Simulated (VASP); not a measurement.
# Ge in VASP: a series of runs

Aim: see how the results for Ge move with the level of theory and the settings. Levels: PBEsol, r2SCAN. Tasks: single point.

All numbers are computed with VASP 6.6.1; they aren't measurements. Logs are shortened: lines on timing, memory, paths and dates and some standing lists are left out, and cuts for length are marked.

## 1. The cell of the first run

The cell holds a slab with vacuum, 10 atoms: a = 3.997 Å, b = 3.997 Å, c = 29.023 Å, α = 90.00°, β = 90.00°, γ = 120.00°.

## 2. Single point, PBEsol

INCAR reads:

```
PREC     = Accurate       # precision mode
ENCUT    = 520            # plane-wave cutoff, eV
EDIFF    = 1E-6           # SCF threshold, eV
ISMEAR   = 0              # smearing method
SIGMA    = 0.1            # smearing width, eV
LREAL    = False          # projectors in reciprocal space
LASPH    = True           # aspherical terms in the spheres
NELM     = 80             # most SCF steps
ALGO     = Fast           # electronic algorithm
ISIF     = 2              # what is computed and relaxed
LWAVE    = False          # write WAVECAR
LCHARG   = False          # write CHGCAR
LDIPOL   = True         
IDIPOL   = 3            
DIPOL    = 0.5 0.5 0.500
GGA      = PS             # functional
NBANDS   = 81             # bands
```

KPOINTS reads:

```
Automatic mesh
0
Gamma
  9 9 1
```

POSCAR reads:

```
Ge
1.0
    3.9969678635      0.0000000000      0.0000000000
   -1.9984839317      3.4614757079      0.0000000000
    0.0000000000      0.0000000000     29.0227094328
Ge
10
Direct
    0.6666666667      0.3333333333      0.2584183264
    0.3333333333      0.6666666667      0.2870159030
    0.3333333333      0.6666666667      0.3720597691
    0.6666666667      0.3333333333      0.4006573456
    0.6666666667      0.3333333333      0.4857012117
    0.3333333333      0.6666666667      0.5142987883
    0.3333333333      0.6666666667      0.5993426544
    0.6666666667      0.3333333333      0.6279402309
    0.6666666667      0.3333333333      0.7129840970
    0.3333333333      0.6666666667      0.7415816736
```

Potentials or basis: VASP PAW PBE potentials, release 64 (Ge_d).

Started as:

```sh
$ cat potpaw_PBE.64/Ge_d/POTCAR > POTCAR
$ mpirun -np 1 vasp_std > vasp.out
```

OUTCAR:

```text
PREC = Accurate
   ENCUT = 520
   EDIFF = 1E-6
   ISMEAR = 0
   LREAL = False
   LASPH = True
   NELM = 80
   ISIF = 2
   GGA = PS

 ion  position               nearest neighbor table
   1  0.667  0.333  0.258-   2 2.45   2 2.45   2 2.45
   2  0.333  0.667  0.287-   1 2.45   1 2.45   1 2.45   3 2.47
   3  0.333  0.667  0.372-   4 2.45   4 2.45   4 2.45   2 2.47
   4  0.667  0.333  0.401-   3 2.45   3 2.45   3 2.45   5 2.47
   5  0.667  0.333  0.486-   6 2.45   6 2.45   6 2.45   4 2.47
   6  0.333  0.667  0.514-   5 2.45   5 2.45   5 2.45   7 2.47
   7  0.333  0.667  0.599-   8 2.45   8 2.45   8 2.45   6 2.47
   8  0.667  0.333  0.628-   7 2.45   7 2.45   7 2.45   9 2.47
   9  0.667  0.333  0.713-  10 2.45  10 2.45  10 2.45   8 2.47
  10  0.333  0.667  0.742-   9 2.45   9 2.45   9 2.45

  LATTYP: Found a hexagonal cell.
 ALAT       =     3.9969678635
 C/A-ratio  =     7.2611815816

  Lattice vectors:

 A1 = (   3.9969678635,   0.0000000000,   0.0000000000)
 A2 = (  -1.9984839317,   3.4614757079,   0.0000000000)
 A3 = (   0.0000000000,   0.0000000000,  29.0227094328)

Analysis of symmetry for initial positions (statically):
=====================================================================
 Subroutine PRICEL returns:
 Original cell was already a primitive cell.

 Routine SETGRP: Setting up the symmetry group for a
 hexagonal supercell.

 Subroutine GETGRP returns: Found 12 space group operations
 (whereof 12 operations were pure point group operations)
 out of a pool of 24 trial point group operations.

The static configuration has the point symmetry D_3d.

Analysis of symmetry for dynamics (positions and initial velocities):
=====================================================================
 Subroutine PRICEL returns:
 Original cell was already a primitive cell.

 Routine SETGRP: Setting up the symmetry group for a
 hexagonal supercell.

 Subroutine GETGRP returns: Found 12 space group operations
 (whereof 12 operations were pure point group operations)
 out of a pool of 24 trial point group operations.

The dynamic configuration has the point symmetry D_3d.

 Subroutine INISYM returns: Found 12 space group operations
 (whereof 12 operations are pure point group operations),
 and found     1 'primitive' translations

----------------------------------------------------------------------------------------

                                     Primitive cell

[... 108 lines left out ...]
   ISMEAR =     0;   SIGMA  =   0.10  broadening in eV -4-tet -1-fermi 0-gaus
   EFERMI_NEDOS =   21; number of points for ismear=-14 and -15
   IALGO  =     68    algorithm
   IMIX   =      4    mixing-type and parameters
     AMIX     =   0.40;   BMIX     =  1.00
     AMIX_MAG =   1.60;   BMIX_MAG =  1.00
  volume/ion in A,a.u.               =      40.15       270.97
  Fermi-wavevector in a.u.,A,eV,Ry     =   1.152235  2.177407 18.063698  1.327644
  Thomas-Fermi vector in A             =   2.288887
   LORBIT       =      0    0 simple, 1 ext, 2 COOP (PROOUT), +10 PAW based schemes
   GGA     = PS    functional components
   LHFCALC =     F    Hartree Fock is set to
   AEXX    =    0.0000 exact exchange contribution
   IVDW    =     0    specifies the selected vdW correction
   LEPSILON=     F    determine dielectric tensor
   LRPA    =     F    only Hartree local field effects (RPA)
 non-spin polarized calculation
 RMM-DIIS sequential band-by-band and
 Gauss-broadening in eV      SIGMA  =   0.10
  energy-cutoff  :      520.00
  volume of cell :      401.54
 maximum number of plane-waves:     10865
 NGX is ok and might be reduce to    30
   NGX = 15   NGY = 15   NGZ =107

 number of electron     140.0000078 magnetization

 dipolmoment           0.000000      0.000000      0.000000 electrons x Angstroem

 Free energy of the ion-electron system (eV)
  ---------------------------------------------------
  ext. energy  EPLUGINS =         0.00000000
  ---------------------------------------------------
  free energy    TOTEN  =       -47.02539198 eV

  energy without entropy =      -46.98520276  energy(sigma->0) =      -47.00529737

 E-fermi :   0.4621     XC(G=0):  -6.2009

 val. band max:        0.4536384772   @ k =   0.2222   0.2222   0.0000
 cond. band min:       0.4734222870   @ k =   0.2222   0.2222   0.0000
 fundamental gap:      0.0197838098
 Fermi energy:         0.4621307908

 k-point     1 :       0.0000    0.0000    0.0000
  band No.  band energies     occupation
      1     -24.2006      2.00000
      2     -24.2006      2.00000
      3     -24.1427      2.00000
      4     -24.1367      2.00000
      5     -24.1367      2.00000
      6     -24.1332      2.00000
[... 997 lines left out ...]
     80       6.1991      0.00000
     81       6.4328      0.00000

------------------------ aborting loop because EDIFF is reached ----------------------------------------

 vacuum level on the upper side and lower side of the slab       (xc-potential included)        -0.120        -0.120

  FORCE on cell =-STRESS in cart. coord.  units (eV):
  Direction    XX          YY          ZZ          XY          YZ          ZX
  --------------------------------------------------------------------------------------
  -------------------------------------------------------------------------------------
  Total       -0.0227889     -0.0227889      1.0310698     -0.0000000      0.0000000      0.0000000
  in kB       -0.0909294     -0.0909294      4.1140424     -0.0000000      0.0000000      0.0000000
  external PRESSURE =       1.3107279 kB  Pullay stress =       0.0000000 kB

 VOLUME and BASIS-vectors are now :
 -----------------------------------------------------------------------------
  energy-cutoff  :      520.00
  volume of cell :      401.54
      direct lattice vectors                 reciprocal lattice vectors
     3.996967864  0.000000000  0.000000000     0.250189652  0.144447063  0.000000000
    -1.998483932  3.461475708  0.000000000     0.000000000  0.288894126  0.000000000
     0.000000000  0.000000000 29.022709433     0.000000000  0.000000000  0.034455777

 POSITION                                       TOTAL-FORCE (eV/Angst)
 -----------------------------------------------------------------------------------
      1.99848      1.15383      7.50000        -0.000000     -0.000000      0.040322
     -0.00000      2.30765      8.32998        -0.000000      0.000000     -0.216579
     -0.00000      2.30765     10.79818        -0.000000     -0.000000      0.087351
      1.99848      1.15383     11.62816        -0.000000     -0.000000      0.072226
      1.99848      1.15383     14.09637         0.000000      0.000000     -0.124811
     -0.00000      2.30765     14.92634        -0.000000      0.000000      0.124811
     -0.00000      2.30765     17.39455         0.000000      0.000000     -0.072226
      1.99848      1.15383     18.22453         0.000000     -0.000000     -0.087351
      1.99848      1.15383     20.69273        -0.000000      0.000000      0.216579
     -0.00000      2.30765     21.52271         0.000000      0.000000     -0.040322
 -----------------------------------------------------------------------------------
    total drift:                               -0.000000      0.000000      0.000000

  FREE ENERGIE OF THE ION-ELECTRON SYSTEM (eV)
  ---------------------------------------------------
  free  energy   TOTEN  =       -47.0253919798 eV

  energy  without entropy=      -46.9852027609  energy(sigma->0) =      -47.00529737

 vacuum level on the upper side and lower side of the slab         5.129         5.129
```

OSZICAR:

```text
N       E                     dE             d eps       ncg     rms          rms(c)
DAV:   1     0.177968121942E+04    0.17797E+04   -0.70025E+04  2392   0.388E+03
DAV:   2     0.310394344232E+03   -0.14693E+04   -0.14303E+04  2048   0.107E+03
DAV:   3    -0.151957788321E+02   -0.32559E+03   -0.31796E+03  2463   0.261E+02
[... 14 lines left out ...]
RMM:  18    -0.470253483825E+02   -0.57728E-04   -0.35788E-06  1553   0.556E-03    0.143E-03
RMM:  19    -0.470253820567E+02   -0.33674E-04   -0.32462E-06  1519   0.447E-03    0.396E-04
RMM:  20    -0.470253894712E+02   -0.74145E-05   -0.10288E-06  1493   0.384E-03    0.190E-04
RMM:  21    -0.470253915031E+02   -0.20318E-05   -0.42832E-07  1375   0.279E-03    0.111E-04
RMM:  22    -0.470253919798E+02   -0.47670E-06   -0.32441E-07  1248   0.269E-03
   1 F= -.47025392E+02 E0= -.47005297E+02  d E =-.401892E-01
```

Wall time 14 min (1 thread of Oxide Virtual Turin-like, shared host); peak memory 0.54 GiB.

Results:

| Property | Result |
| --- | --- |
| Free energy | -47.0254 eV |
| Largest force | 0.217 eV/Å |
| Band gap on the k mesh | zero (bands 70 and 71 overlap by 0.58 eV) |

Forces on the atoms (eV/Å):
```
Ge   0.000  0.000  0.040
Ge   0.000  0.000 -0.217
Ge   0.000  0.000  0.087
Ge   0.000  0.000  0.072
Ge   0.000  0.000 -0.125
Ge   0.000  0.000  0.125
Ge   0.000  0.000 -0.072
Ge   0.000  0.000 -0.087
Ge   0.000  0.000  0.217
Ge   0.000  0.000 -0.040
```

Levels at points of the mesh, in eV from the Fermi level:
```csv
k point,band 67,band 68,band 69,band 70,band 71,band 72,band 73,band 74
"(0.00, 0.00, 0.00)",0.15,0.15,0.22,0.36,0.36,0.57,0.92,1.11
```

Caveat: the PAW data sets were made with another functional, which shifts forces and pressure a little.

## 3. Single point, PBEsol

This run uses another cell than the first one: it holds 6 atoms, not 10.

INCAR reads:

```
PREC = Accurate
ENCUT = 520
EDIFF = 1E-6
ISMEAR = 0
SIGMA = 0.1
LREAL = F
LASPH = T
NELM = 80
ALGO = Fast
ISIF = 2
LWAVE = F
LCHARG = F
LDIPOL = T
IDIPOL = 3
DIPOL = 0.5 0.5 0.500
GGA = PS
NBANDS = 51
```

KPOINTS reads:

```
regular mesh
0
Gamma
  9 9 1
```

POSCAR reads:

```
Ge
1.0
    3.9969678637      0.0000000000      0.0000000000
   -1.9984839318      3.4614757080      0.0000000000
    0.0000000000      0.0000000000     29.4263442933
Ge
6
Direct
    0.3333333333      0.6666666667      0.3738146978
    0.6666666667      0.3333333333      0.4020200076
    0.6666666667      0.3333333333      0.4858973451
    0.3333333333      0.6666666667      0.5141026549
    0.3333333333      0.6666666667      0.5979799924
    0.6666666667      0.3333333333      0.6261853022
```

Potentials or basis: VASP PAW PBE potentials, release 64 (Ge_d).

Started as:

```sh
$ cat potpaw_PBE.64/Ge_d/POTCAR > POTCAR
$ mpirun -np 1 vasp_std > vasp.out
```

It took 9.9 min on 1 thread of Oxide Virtual Turin-like, shared host; peak memory 0.51 GiB.

Results (log left out):

```
Free energy            : -27.4973 eV
Largest force          : 0.306 eV/Å
Band gap on the k mesh : zero (bands 42 and 43 overlap by 0.45 eV)
```

Forces in eV/Å, atoms in the order of the input:
```
Ge   0.000  0.000  0.133
Ge   0.000  0.000 -0.306
Ge   0.000  0.000  0.149
Ge   0.000  0.000 -0.149
Ge   0.000  0.000  0.306
Ge   0.000  0.000 -0.133
```

Levels at points of the mesh, in eV from the Fermi level:
```csv
k point,band 40,band 41,band 42,band 43,band 44,band 45
"(0.00, 0.00, 0.00)",-0.26,0.28,0.28,0.45,0.87,1.35
```

Caveat: the PAW data sets were made with another functional, which shifts forces and pressure a little.

## 4. Single point, r2SCAN

This run uses another cell than the first one: it holds 6 atoms, not 10.

POSCAR reads:

```
Ge
1.0
    3.9969678637      0.0000000000      0.0000000000
   -1.9984839318      3.4614757080      0.0000000000
    0.0000000000      0.0000000000     22.4263442933
Ge
6
Direct
    0.3333333333      0.6666666667      0.3344281128
    0.6666666667      0.3333333333      0.3714372279
    0.6666666667      0.3333333333      0.4814954425
    0.3333333333      0.6666666667      0.5185045575
    0.3333333333      0.6666666667      0.6285627721
    0.6666666667      0.3333333333      0.6655718872
```

INCAR.step1 reads:

```
SYSTEM = Ge
PREC = Accurate
ENCUT = 520
ISMEAR = 0
SIGMA = 0.1
LREAL = .FALSE.
LASPH = .TRUE.
NELM = 60
LDIPOL = .TRUE.
IDIPOL = 3
DIPOL = 0.5 0.5 0.500
NBANDS = 51
GGA = PE
ALGO = Normal
EDIFF = 1E-4
LWAVE = .TRUE.
LCHARG = .FALSE.
```

INCAR.step2 reads:

```
SYSTEM = Ge
PREC = Accurate
ENCUT = 520
EDIFF = 1E-6
ISMEAR = 0
SIGMA = 0.1
LREAL = .FALSE.
LASPH = .TRUE.
NELM = 60
ALGO = Normal
ISIF = 2
LWAVE = .FALSE.
LCHARG = .FALSE.
LDIPOL = .TRUE.
IDIPOL = 3
DIPOL = 0.5 0.5 0.500
METAGGA = R2SCAN
LMIXTAU = .TRUE.
NBANDS = 51
ISTART = 1
```

KPOINTS reads:

```
Automatic mesh
0
G
  9 9 1
  0 0 0
```

Started as:

```sh
$ cat potpaw_PBE.64/Ge_d/POTCAR > POTCAR
$ cp INCAR.step1 INCAR
$ mpirun -np 1 vasp_std > vasp.out
$ cp INCAR.step2 INCAR
$ mpirun -np 1 vasp_std > vasp.out
```

Wall time 20 min (1 thread of Oxide Virtual Turin-like, shared host); peak memory 0.43 GiB.

Results (log left out):

| Property | Result |
| --- | --- |
| Free energy | -80.9392 eV |
| Largest force | 0.428 eV/Å |
| Band gap on the k mesh | zero (bands 42 and 43 overlap by 0.42 eV) |

Forces in eV/Å, atoms in the order of the input:
```
Ge   0.000  0.000  0.193
Ge   0.000  0.000 -0.428
Ge   0.000  0.000  0.208
Ge   0.000  0.000 -0.208
Ge   0.000  0.000  0.428
Ge   0.000  0.000 -0.193
```

Levels at points of the mesh, in eV from the Fermi level:
```
           k point  band 40  band 41  band 42  band 43  band 44  band 45
(0.00, 0.00, 0.00)    -0.32     0.25     0.25     0.78     1.03     1.61
```

Caveat: the PAW data sets were made with another functional, which shifts forces and pressure a little.

## 5. Summary

```csv
level,cell,gap on the mesh (eV),largest force (eV/Å)
PBEsol,"a = 3.997, b = 3.997, c = 29.023 Å, angles 90.0, 90.0, 120.0°, 10 atoms, atomic positions A",none,0.22
PBEsol,"a = 3.997, b = 3.997, c = 29.426 Å, angles 90.0, 90.0, 120.0°, 6 atoms, atomic positions B",none,0.31
r2SCAN,"a = 3.997, b = 3.997, c = 22.426 Å, angles 90.0, 90.0, 120.0°, 6 atoms, atomic positions B",none,0.43
```

Alike in all rows: task single point; potentials or basis VASP PAW PBE potentials, release 64 (Ge_d); no spin polarisation; k mesh 9 × 9 × 1; cutoff (eV) 520; smearing gaussian 0.1 eV.

Caveats: the PAW data sets were made with another functional, which shifts forces and pressure a little.

Absolute energies hang on the potentials; compare differences alone.

The gap in the log of VASP goes by the Fermi energy; the results here count the filled bands.